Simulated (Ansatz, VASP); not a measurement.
**Two plane-wave programs on MgCd3O4**

```xyz
8
Lattice="3.2705 0.0017 0.0064 0.0022 4.6856 0.0001 0.0132 0.0002 6.6367" Properties=species:S:1:pos:R:3 pbc="T T T"
Mg    0.0006    0.0462   -0.0001
Cd    1.6383    2.3516    1.6252
Cd    0.0055    0.0028    3.3182
Cd    1.6464    2.3519    5.0169
O     0.0015    2.2870   -0.0003
O     1.6367   -0.0043    1.4898
O     0.0066    2.3437    3.3179
O     1.6495   -0.0037    5.1554
```

Change from the starting cell: cell x1, atoms moved at random (sigma 0.1 Å) and cell strained at random (1.5 %), then relaxed without symmetry.

Alike in both runs: functional PBE; k mesh 6 × 6 × 4; occupations gaussian, width 0.2 eV; no spin polarisation.

Ansatz relaxed the structure, and its values are those at the end. VASP's run is a single point on that final structure, the one shown.

```csv
,VASP,Ansatz
version,VASP 6.6.1,Ansatz 0.2.0
potentials or method,"VASP PAW PBE potentials, release 64 (Mg, Cd, O), cutoff 520 eV","scalar-relativistic, plane waves, PAW"
valence electrons in the cell,62,94
```

|  | VASP | Ansatz | Ansatz less VASP |
| --- | --- | --- | --- |
| gap on the k mesh at the Fermi level (eV) | none | none | - |
| pressure (GPa) | 0.9 | -0.1 | -0.95 |
| rms of the force components (eV/Å) | 0.021 | 0.004 | -0.0170 |

A gap of «none» marks a metal or a gap that the smearing closes. The functional is the same, so the differences come from potentials, cutoffs and numerics. VASP's potentials hold 62 valence electrons a cell and Ansatz's 94, so a difference there can come from the potentials and not from the codes.
